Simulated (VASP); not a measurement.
# SnO2 (C2) in VASP: a series of runs

The runs below take SnO2 through single point, with PBE.

Everything below comes from runs of VASP 6.6.1. Logs are shortened: lines on timing, memory, paths and dates and some standing lists are left out, and cuts for length are marked.

## (1) The cell of the first run

Symmetry: C2, No. 5, monoclinic system. Conventional cell: a = 5.741 Å, b = 3.314 Å, c = 5.392 Å, α = 90.00°, β = 110.79°, γ = 90.00°. Within 2.8 Å of Sn (site symmetry 2) lie 6 O at 2.12 to 2.23 Å. O (site symmetry 1) has 3 Sn at 2.12 to 2.23 Å within 2.8 Å.

## (2) Single point, PBE

Contents of INCAR:

```
PREC = Accurate ; ENCUT = 520
EDIFF = 1E-6 ; ISMEAR = 0
SIGMA = 0.05 ; LREAL = False
LASPH = True ; NELM = 60
ALGO = Normal ; ISIF = 2
LWAVE = False ; LCHARG = False
GGA = PE ; NBANDS = 20
```

Contents of KPOINTS:

```
Automatic mesh
0
Gamma
  12 12 12
```

Contents of POSCAR:

```
SnO2
1.0
    1.6571852238      0.9567763351      5.0412117607
   -1.6571852238      0.9567763351      5.0412117607
    0.0000000000     -1.9135526701      5.0412117607
Sn O
1 2
Direct
    0.5049182473      0.4950817527      0.5000000000
    0.2166363734      0.2531289750      0.2348826742
    0.7468710250      0.7833636266      0.7651173258
```

Potentials or basis: VASP PAW PBE potentials, release 64 (Sn_d, O).

Launch:

```bash
cat potpaw_PBE.64/Sn_d/POTCAR potpaw_PBE.64/O/POTCAR > POTCAR
mpirun -np 1 vasp_std > vasp.out
```

OUTCAR:

```text
PREC = Accurate
   ENCUT = 520
   EDIFF = 1E-6
   ISMEAR = 0
   LREAL = False
   LASPH = True
   NELM = 60
   ISIF = 2
   GGA = PE

 ion  position               nearest neighbor table
   1  0.505  0.495  0.500-   2 2.12   3 2.12   3 2.18   2 2.18   2 2.23   3 2.23
   2  0.217  0.253  0.235-   1 2.12   1 2.18   1 2.23
   3  0.747  0.783  0.765-   1 2.12   1 2.18   1 2.23

  LATTYP: Found a trigonal (rhomboedric) cell.
 ALAT       =     5.3921702345
 COS(alpha) =     0.8110943660

  Lattice vectors:

 A1 = (   1.6571852238,   0.9567763351,   5.0412117607)
 A2 = (  -1.6571852238,   0.9567763351,   5.0412117607)
 A3 = (   0.0000000000,  -1.9135526701,   5.0412117607)

Analysis of symmetry for initial positions (statically):
=====================================================================
 Subroutine PRICEL returns:
 Original cell was already a primitive cell.

 Routine SETGRP: Setting up the symmetry group for a
 trigonal (rhombohedral) supercell.

 Subroutine GETGRP returns: Found  2 space group operations
 (whereof  2 operations were pure point group operations)
 out of a pool of 12 trial point group operations.

The static configuration has the point symmetry C_2 .

Analysis of symmetry for dynamics (positions and initial velocities):
=====================================================================
 Subroutine PRICEL returns:
 Original cell was already a primitive cell.

 Routine SETGRP: Setting up the symmetry group for a
 trigonal (rhombohedral) supercell.

 Subroutine GETGRP returns: Found  2 space group operations
 (whereof  2 operations were pure point group operations)
 out of a pool of 12 trial point group operations.

The dynamic configuration has the point symmetry C_2 .

 Subroutine INISYM returns: Found  2 space group operations
 (whereof  2 operations are pure point group operations),
 and found     1 'primitive' translations

----------------------------------------------------------------------------------------

                                     Primitive cell

  volume of cell :      47.9587

  direct lattice vectors                    reciprocal lattice vectors
     1.657185224  0.956776335  5.041211761     0.301716424  0.174196059  0.066121669
    -1.657185224  0.956776335  5.041211761    -0.301716424  0.174196059  0.066121669
     0.000000000 -1.913552670  5.041211761     0.000000000 -0.348392117  0.066121669

  length of vectors
     5.392170234  5.392170234  5.392170234     0.354611256  0.354611256  0.354611256

  position of ions in fractional coordinates (direct lattice)
     0.504918247  0.495081753  0.500000000
     0.216636373  0.253128975  0.234882674
     0.746871025  0.783363627  0.765117326

  ion indices of the primitive-cell ions
   primitive index   ion index
                 1           1
                 2           2
                 3           3

----------------------------------------------------------------------------------------

 KPOINTS: Automatic mesh

Automatic generation of k-mesh.
 Grid dimensions read from file:
 generate k-points for:   12   12   12

 Generating k-lattice:

  Cartesian coordinates                     Fractional coordinates (reciprocal lattice)
     0.025143035  0.014516338  0.005510139     0.083333333  0.000000000 -0.000000000
    -0.025143035  0.014516338  0.005510139     0.000000000  0.083333333 -0.000000000
     0.000000000 -0.029032676  0.005510139    -0.000000000 -0.000000000  0.083333333

  Length of vectors
     0.029550938  0.029550938  0.029550938

  Shift w.r.t. Gamma in fractional coordinates (k-lattice)
     0.000000000  0.000000000  0.000000000

 Subroutine IBZKPT returns following result:
 ===========================================

 Found    476 irreducible k-points:

 Following reciprocal coordinates:
            Coordinates               Weight
  0.000000  0.000000  0.000000      1.000000
  0.083333 -0.000000 -0.000000      4.000000
 -0.000000 -0.000000  0.083333      2.000000
  0.166667 -0.000000 -0.000000      4.000000
 -0.000000 -0.000000  0.166667      2.000000
  0.250000 -0.000000 -0.000000      4.000000
[... 16 lines left out ...]
 -0.333333  0.000000 -0.083333      4.000000
  0.083333  0.000000  0.333333      4.000000
 [... further k-points ...]
   k-points           NKPTS =    476   k-points in BZ     NKDIM =    476   number of bands    NBANDS=     20
   number of dos      NEDOS =    301   number of ions     NIONS =      3
   total plane-waves  NPLWV =  64000
   dimension x,y,z NGX =    40 NGY =   40 NGZ =   40
   dimension x,y,z NGXF=    80 NGYF=   80 NGZF=   80
   ions per type =               1   2
   NGX,Y,Z   is equivalent  to a cutoff of  12.33, 12.33, 12.33 a.u.
   NGXF,Y,Z  is equivalent  to a cutoff of  24.66, 24.66, 24.66 a.u.
 SYSTEM =  unknown system
   PREC   = accura    normal or accurate (medium, high low for compatibility)
   ISTART =      0    job   : 0-new  1-cont  2-samecut
   ICHARG =      2    charge: 1-file 2-atom 10-const
   ISPIN  =      1    spin polarized calculation?
   LNONCOLLINEAR =      F non collinear calculations
   LSORBIT =      F    spin-orbit coupling
   LASPH  =      T    aspherical Exc in radial PAW
   ENCUT  =  520.0 eV  38.22 Ry    6.18 a.u.  10.03 10.03 10.03*2*pi/ulx,y,z
   NELM   =     60;   NELMIN=  2; NELMDL= -5     # of ELM steps
   EDIFF  = 0.1E-05   stopping-criterion for ELM
   LREAL  =      F    real-space projection
   EDIFFG = 0.1E-04   stopping-criterion for IOM
   NSW    =      0    number of steps for IOM
   IBRION =     -1    ionic relax: 0-MD 1-quasi-New 2-CG
   NFREE  =      0    steps in history (QN), initial steepest desc. (CG)
   ISIF   =      2    stress and relaxation
   ISYM   =      2    0-nonsym 1-usesym 2-fastsym
   POTIM  = 0.5000    time-step for ionic-motion
   TEBEG  =    0.0;   TEEND  =   0.0 temperature during run
   PSTRESS=    0.0 pullay stress
   NELECT =      26.0000    total number of electrons
   NUPDOWN=      -1.0000    fix difference up-down
   EMIN   =  10.00;   EMAX   =-10.00  energy-range for DOS
   EFERMI =   0.00;   METHOD = LEGACY
   ISMEAR =     0;   SIGMA  =   0.05  broadening in eV -4-tet -1-fermi 0-gaus
   EFERMI_NEDOS =   21; number of points for ismear=-14 and -15
   IALGO  =     38    algorithm
   IMIX   =      4    mixing-type and parameters
     AMIX     =   0.40;   BMIX     =  1.00
     AMIX_MAG =   1.60;   BMIX_MAG =  1.00
  volume/ion in A,a.u.               =      15.99       107.88
  Fermi-wavevector in a.u.,A,eV,Ry     =   1.334884  2.522564 24.244414  1.781914
  Thomas-Fermi vector in A             =   2.463631
   LORBIT       =      0    0 simple, 1 ext, 2 COOP (PROOUT), +10 PAW based schemes
   GGA     = PE    functional components
   LHFCALC =     F    Hartree Fock is set to
   AEXX    =    0.0000 exact exchange contribution
   IVDW    =     0    specifies the selected vdW correction
   LEPSILON=     F    determine dielectric tensor
   LRPA    =     F    only Hartree local field effects (RPA)
 non-spin polarized calculation
 Gauss-broadening in eV      SIGMA  =   0.05
  energy-cutoff  :      520.00
  volume of cell :       47.96
 maximum number of plane-waves:      1314
   NGX = 21   NGY = 21   NGZ = 21

 number of electron      26.0000003 magnetization

 Free energy of the ion-electron system (eV)
  ---------------------------------------------------
  ext. energy  EPLUGINS =         0.00000000
  ---------------------------------------------------
  free energy    TOTEN  =       -18.08852743 eV

  energy without entropy =      -18.08852743  energy(sigma->0) =      -18.08852743

 E-fermi :   2.5682     XC(G=0):  -9.4628

 val. band max:        2.3378072819   @ k =  -0.1667   0.1667   0.0000
 cond. band min:       3.9013641882   @ k =   0.0000   0.0000   0.0000
 fundamental gap:      1.5635569063
 Fermi energy:         2.5681544015

 k-point     1 :       0.0000    0.0000    0.0000
  band No.  band energies     occupation
      1     -17.6960      2.00000
      2     -17.5610      2.00000
      3     -17.5420      2.00000
      4     -17.4303      2.00000
      5     -17.4267      2.00000
      6     -15.2357      2.00000
[... 12 lines left out ...]
     19      18.7717      0.00000
     20      18.9120      0.00000

 k-point     2 :       0.0833   -0.0000   -0.0000
  band No.  band energies     occupation
      1     -17.6804      2.00000
      2     -17.5984      2.00000
      3     -17.5331      2.00000
      4     -17.4377      2.00000
      5     -17.4265      2.00000
      6     -15.1873      2.00000
[... 12 lines left out ...]
     19      17.4375      0.00000
     20      18.9558      0.00000

 k-point     3 :      -0.0000   -0.0000    0.0833
  band No.  band energies     occupation
      1     -17.6808      2.00000
      2     -17.5941      2.00000
      3     -17.5369      2.00000
      4     -17.4351      2.00000
      5     -17.4292      2.00000
      6     -15.1867      2.00000
[... 12 lines left out ...]
     19      17.4483      0.00000
     20      18.9326      0.00000

 k-point     4 :       0.1667   -0.0000   -0.0000
  band No.  band energies     occupation
      1     -17.7252      2.00000
      2     -17.6197      2.00000
      3     -17.5103      2.00000
      4     -17.4522      2.00000
      5     -17.4189      2.00000
      6     -15.0407      2.00000
[... 12 lines left out ...]
     19      16.1749      0.00000
     20      19.1358      0.00000

 k-point     5 :      -0.0000   -0.0000    0.1667
  band No.  band energies     occupation
      1     -17.7206      2.00000
      2     -17.6208      2.00000
      3     -17.5140      2.00000
      4     -17.4503      2.00000
      5     -17.4214      2.00000
      6     -15.0381      2.00000
[... 12 lines left out ...]
     19      16.1904      0.00000
     20      19.1094      0.00000
[... 353 lines left out ...]
      6     -14.8825      2.00000
[... 12 lines left out ...]
     19      15.6621      0.00000
     20      18.4378      0.00000

 k-point    22 :       0.3333    0.0833   -0.0000
  band No.  band energies     occupation
      1     -17.9312      2.00000
      2     -17.5729      2.00000
      3     -17.4982      2.00000
      4     -17.4580      2.00000
      5     -17.3693      2.00000
      6     -14.6045      2.00000
[... 12 lines left out ...]
     19      15.0587      0.00000
     20      17.5127      0.00000

 k-point    23 :      -0.3333    0.0000   -0.0833
  band No.  band energies     occupation
      1     -17.9329      2.00000
      2     -17.5707      2.00000
      3     -17.4974      2.00000
      4     -17.4601      2.00000
      5     -17.3681      2.00000
      6     -14.6073      2.00000
[... 12 lines left out ...]
     19      15.0593      0.00000
     20      17.5056      0.00000

 k-point    24 :       0.0833    0.0000    0.3333
  band No.  band energies     occupation
      1     -17.9260      2.00000
      2     -17.5771      2.00000
      3     -17.4991      2.00000
      4     -17.4578      2.00000
      5     -17.3710      2.00000
      6     -14.5986      2.00000
[... 12 lines left out ...]
     19      15.0916      0.00000
     20      17.5060      0.00000

 [... further k-points ...]
[... 5 lines left out ...]
  --------------------------------------------------------------------------------------
  -------------------------------------------------------------------------------------
  Total       -2.7126545     -2.8532103     -1.3524845      0.0000000      0.1213131      0.0000000
  in kB      -90.6227827    -95.3183906    -45.1830161      0.0000000      4.0527580      0.0000000
  external PRESSURE =     -77.0413965 kB  Pullay stress =       0.0000000 kB

 VOLUME and BASIS-vectors are now :
 -----------------------------------------------------------------------------
  energy-cutoff  :      520.00
  volume of cell :       47.96
      direct lattice vectors                 reciprocal lattice vectors
     1.657185224  0.956776335  5.041211761     0.301716424  0.174196059  0.066121669
    -1.657185224  0.956776335  5.041211761    -0.301716424  0.174196059  0.066121669
     0.000000000 -1.913552670  5.041211761     0.000000000 -0.348392117  0.066121669

 POSITION                                       TOTAL-FORCE (eV/Angst)
 -----------------------------------------------------------------------------------
      0.01630      0.00000      7.56182        -0.746301      0.000000      0.000000
     -0.06048      0.00000      3.55228         0.373151      0.058977     -0.592406
     -0.06048      0.00000     11.57136         0.373151     -0.058977      0.592406
 -----------------------------------------------------------------------------------
    total drift:                               -0.000082     -0.000000      0.000000

  FREE ENERGIE OF THE ION-ELECTRON SYSTEM (eV)
  ---------------------------------------------------
  free  energy   TOTEN  =       -18.0885274345 eV

  energy  without entropy=      -18.0885274345  energy(sigma->0) =      -18.08852743
```

Wall time 8.3 min (1 thread of Intel Xeon Platinum 8375C at 2.90GHz (Ice Lake), shared host); peak memory 0.56 GiB.

Results:

* Free energy: -18.0885 eV
* Pressure: -7.7 GPa
* Largest force: 0.746 eV/Å
* Band gap on the k mesh: 1.56 eV, indirect (least direct gap 1.68 eV)

Forces in eV/Å, atoms in the order of the input:
```
Sn  -0.746  0.000  0.000
O    0.373  0.059 -0.592
O    0.373 -0.059  0.592
```

Levels at points of the mesh, in eV from the valence-band top:
```csv
k point,band 10,band 11,band 12,band 13,band 14,band 15,band 16,band 17
"(0.00, 0.00, 0.00)",-1.22,-0.86,-0.86,-0.12,1.56,5.40,10.37,10.41
"(0.50, 0.00, 0.00)",-2.75,-1.28,-0.57,-0.43,4.64,7.25,9.52,11.77
"(0.00, 0.00, 0.50)",-2.73,-1.29,-0.56,-0.44,4.63,7.26,9.51,11.66
"(0.50, 0.50, 0.00)",-2.79,-1.07,-0.47,-0.06,4.46,6.59,10.02,10.92
"(0.50, 0.00, 0.50)",-2.81,-1.06,-0.48,-0.06,4.46,6.58,10.03,10.93
"(0.50, 0.50, 0.50)",-1.25,-0.98,-0.83,-0.83,2.57,5.24,10.53,10.55
```

Caveat: spin-orbit coupling is left out, which moves the levels of the heavy elements.

## (3) Single point, PBE

This run uses another cell than the first one, of 14.30 Å³/atom, 0.894 times its volume.

Contents of INCAR:

```
ALGO     = Normal         # electronic algorithm
EDIFF    = 1E-6           # SCF threshold, eV
ENCUT    = 520            # plane-wave cutoff, eV
GGA      = PE             # functional
ISIF     = 2              # what is computed and relaxed
ISMEAR   = 0              # smearing method
LASPH    = True           # aspherical terms in the spheres
LCHARG   = False          # write CHGCAR
LREAL    = False          # projectors in reciprocal space
LWAVE    = False          # write WAVECAR
NBANDS   = 20             # bands
NELM     = 60             # most SCF steps
PREC     = Accurate       # precision mode
SIGMA    = 0.05           # smearing width, eV
```

Contents of KPOINTS:

```
k-points
0
Gamma
  12 12 12
```

Contents of POSCAR:

```
SnO2
1.0
    1.5965564961      0.9217723228      4.8567771841
   -1.5965564961      0.9217723228      4.8567771841
    0.0000000000     -1.8435446456      4.8567771841
Sn O
1 2
Direct
    0.5049182473      0.4950817527      0.5000000000
    0.2166363734      0.2531289750      0.2348826742
    0.7468710250      0.7833636266      0.7651173258
```

Potentials or basis: VASP PAW PBE potentials, release 64 (Sn_d, O).

Launch:

```bash
cat potpaw_PBE.64/Sn_d/POTCAR potpaw_PBE.64/O/POTCAR > POTCAR
mpirun -np 1 vasp_std > vasp.out
```

Wall time 17 min (1 thread of AMD EPYC 7R43 (Zen 3), shared host); peak memory 0.48 GiB.

The run converged. Its results:

```yaml
Free_energy: -18.1189 eV
Pressure: 7.0 GPa
Largest_force: 1.227 eV/Å
Band_gap_on_the_k_mesh: 2.25 eV, indirect (least direct gap 2.46 eV)
```

Forces in eV/Å, atoms in the order of the input:
```
Sn  -1.227  0.000  0.000
O    0.613  0.088  0.562
O    0.613 -0.088 -0.562
```

Stress tensor (GPa, compression positive):
```
8.72 0.00 0.00
0.00 8.13 0.65
0.00 0.65 4.16
```

Levels at points of the mesh, in eV from the valence-band top:
```tsv
k point	band 11	band 12	band 13	band 14	band 15	band 16
(0.00, 0.00, 0.00)	-0.85	-0.85	-0.21	2.25	5.98	11.33
(0.50, 0.00, 0.00)	-1.44	-0.53	-0.50	5.72	7.99	10.34
(0.00, 0.00, 0.50)	-1.44	-0.53	-0.51	5.70	8.00	10.34
(0.50, 0.50, 0.00)	-1.18	-0.42	-0.04	5.46	7.22	11.09
(0.50, 0.00, 0.50)	-1.17	-0.42	-0.03	5.48	7.20	11.08
(0.50, 0.50, 0.50)	-1.26	-0.82	-0.81	3.39	5.89	11.61
```

Caveat: spin-orbit coupling is left out, which moves the levels of the heavy elements; forces of over 1 eV/Å act on the atoms, so gaps and moduli don't describe the material at rest. A k mesh can miss the band edges.
